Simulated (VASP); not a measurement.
**Pb: single point with PBEsol**

Pb:

```xyz
1
Lattice="-1.9797 1.9797 1.9797 1.9797 -1.9797 1.9797 1.9797 1.9797 -1.9797" Properties=species:S:1:pos:R:3 pbc="T T T"
Pb    0.0000    0.0000    0.0000
```

- Program: VASP 6.6.1
- Task: single point
- Functional: PBEsol
- Potentials or basis: VASP PAW PBE potentials, release 64 (Pb_d)
- Cutoff: 520 eV
- k mesh: 9 × 9 × 9
- Occupations: fermi-dirac, width 0.05 eV
- Spin: non-collinear spin, zero start, spin-orbit coupling
- Starting moments: [[0.0, 0.0, 0.0]] μB

```
Pressure                                              : -1.2 GPa
Net moment                                            : 0.00 μB per cell
Valence electrons inside the program's atomic spheres : Pb 11.94
```

Moments on the atoms (μB; x, y, z):
```
Pb  0.00 0.00 0.00
```

Run time: 2.4 min on 1 thread of Intel Xeon 8259CL, on a shared host, peak memory 0.26 GiB.

Caveat: the PAW data sets were made with another functional, which shifts forces and pressure a little.
